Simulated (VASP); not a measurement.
Runs of VASP 6.6.1 on Al3BiO. The structure is that of space group Pm-3m (No. 221), or close to it. The cells are those of the table. 

```csv
task,cell,k mesh,cutoff (eV),gap on the mesh (eV),pressure (GPa),relaxed volume (Å³/atom)
single point,"a = 4.502 Å, 5 atoms",4 × 4 × 4,520,none,(a),-
relaxation of cell and atoms,"relaxed from a = 4.643 Å, 5 atoms",4 × 4 × 4,600,none,0.0,18.16
single point,"a = 4.643 Å, 5 atoms",4 × 4 × 4,520,none,(b),-
relaxation of cell and atoms,"relaxed from a = 4.502 Å, 5 atoms",8 × 8 × 8,600,none,0.0,18.28
single point,"a = 4.506 Å, 5 atoms",8 × 8 × 8,520,none,-0.1,-
```

Alike in all rows: level PBE; potentials or basis VASP PAW PBE potentials, release 64 (Al, Bi_d, O); no spin polarisation; smearing gaussian 0.1 eV.

Problem. Fill in the values left out.

Solution. (a) -0.3; (b) -5.7.

Caveats: spin-orbit coupling is left out, which moves the levels of the heavy elements.

A k mesh can miss the band edges, and the runs leave out spin-orbit coupling on Bi.

A gap of «none» marks levels without a gap at the run's occupations.
